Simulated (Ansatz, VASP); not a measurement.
**CuI: VASP beside Ansatz**

Contents of INCAR:

```
PREC = Accurate ; ENCUT = 520
EDIFF = 1E-6 ; ISMEAR = 0
SIGMA = 0.05 ; LREAL = False
LASPH = True ; NELM = 60
ALGO = Normal ; ISIF = 2
LWAVE = False ; LCHARG = True
GGA = PE ; LELF = True
LVHAR = True ; NBANDS = 16
```

The input KPOINTS:

```
regular mesh
0
Gamma
  8 8 8
```

The input POSCAR:

```
CuI
1.0
    0.0000000000      3.0649652571      2.9442509675
    2.9442509675      0.0000000000      2.9442509675
    2.9442509675      3.0649652571      0.0000000000
Cu I
1 1
Direct
    0.7500000000      0.7500000000      0.7500000000
    0.0000000000      0.0000000000      0.0000000000
```

Input for Ansatz:

```yaml
crystal:
  lattice:
    - [0.0, 3.0649652571, 2.9442509675]
    - [2.9442509675, 0.0, 2.9442509675]
    - [2.9442509675, 3.0649652571, 0.0]
  atoms:
    - { symbol: Cu, position: [0.75, 0.75, 0.75] }
    - { symbol: I, position: [0.0, 0.0, 0.0] }
basis:
  ecutwfc: 520.0
kpoints:
  mp_grid: { grid: [8, 8, 8] }
hamiltonian:
  xc: pbe
scf:
  occupations: { method: gaussian, width: 0.05 }
output:
  forces: true
  stress: true
  eigenvalues: true
  write_density: true
  write_potential: true
  elf: true
  volumetric_format: npy
```

Alike in both runs: task single point; functional PBE; k mesh 8 × 8 × 8; occupations gaussian, width 0.05 eV; no spin polarisation.

|  | VASP | Ansatz |
| --- | --- | --- |
| version | VASP 6.6.1 | Ansatz 0.2.0 |
| potentials or method | VASP PAW PBE potentials, release 64 (Cu, I), cutoff 520 eV | scalar-relativistic, plane waves, PAW |
| valence electrons in the cell | 18 | 36 |

|  | VASP | Ansatz | Ansatz less VASP |
| --- | --- | --- | --- |
| gap on the k mesh at the Fermi level (eV) | 1.25 | 1.22 | -0.022 |
| least direct gap on the mesh (eV) | 1.25 | 1.22 | -0.022 |
| pressure (GPa) | 2.5 | 2.5 | +0.01 |
| traceless stress, the component that is largest in VASP (GPa) | -0.48 | -0.48 | -0.005 |

With one functional, cell and mesh, what is left measures potentials, basis and numerics. VASP's potentials hold 18 valence electrons a cell and Ansatz's 36, so a difference there can come from the potentials and not from the codes.

Neither program's run includes spin-orbit coupling.
